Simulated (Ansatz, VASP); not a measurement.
## Y in VASP and in Ansatz

Contents of INCAR:

```
SYSTEM = Y
PREC = Accurate
ENCUT = 520
EDIFF = 1E-8
ISMEAR = -1
SIGMA = 0.08
LREAL = .FALSE.
LASPH = .TRUE.
NELM = 100
ALGO = Normal
ISIF = 2
LWAVE = .FALSE.
LCHARG = .FALSE.
LEFG = .TRUE.
NBANDS = 18
```

The input KPOINTS:

```
Automatic mesh
0
G
  12 12 7
  0 0 0
```

Contents of POSCAR:

```
Y
1.0
    3.6636305529      0.0000000000      0.0000000000
   -1.8318152764      3.1727971289      0.0000000000
    0.0000000000      0.0000000000      5.7664944924
Y
2
Direct
    0.3333333333      0.6666666667      0.2500000000
    0.6666666667      0.3333333333      0.7500000000
```

Input for Ansatz:

```yaml
crystal:
  lattice:
    - [3.6636305529, 0.0, 0.0]
    - [-1.8318152764, 3.1727971289, 0.0]
    - [0.0, 0.0, 5.7664944924]
  atoms:
    - { symbol: "Y", position: [0.3333333333, 0.6666666667, 0.25] }
    - { symbol: "Y", position: [0.6666666667, 0.3333333333, 0.75] }
kpoints:
  mp_grid: { grid: [12, 12, 7] }
scf:
  occupations: { method: fermi_dirac, width: 0.08 }
hamiltonian:
  xc: lda
  pseudopotentials: { kind: all_electron, datasets: crystal }
output:
  forces: true
  stress: true
  eigenvalues: true
  efg: { contact_densities: true }
```

Change from the starting cell: volume scaled by 1.01, crystal datasets.

Alike in both runs: task electric field gradients; functional LDA; k mesh 12 × 12 × 7; occupations fermi-dirac, width 0.08 eV; no spin polarisation.

```csv
,VASP,Ansatz
version,VASP 6.6.1,Ansatz 0.2.0
potentials or method,"VASP PAW LDA potentials, release 64 (Y_sv), cutoff 520 eV","all-electron PAW with datasets made for the crystal, scalar-relativistic"
```

Ansatz gave:

* pressure (GPa): -4.2
* traceless stress, the component that is largest in VASP (GPa): -0.40
* size of Vzz on the site where it differs most (V/Å²): 24.9

**Question.** What did VASP give for the same quantities?

**Answer.** Pressure (GPa): -4.3; traceless stress, the component that is largest in VASP (GPa): -0.39; size of Vzz on the site where it differs most (V/Å²): 24.3.

LDA's correlation is that of Perdew and Zunger in VASP and of Perdew and Wang (1992) in Ansatz. Ansatz ran all-electron here, and VASP with PAW potentials.
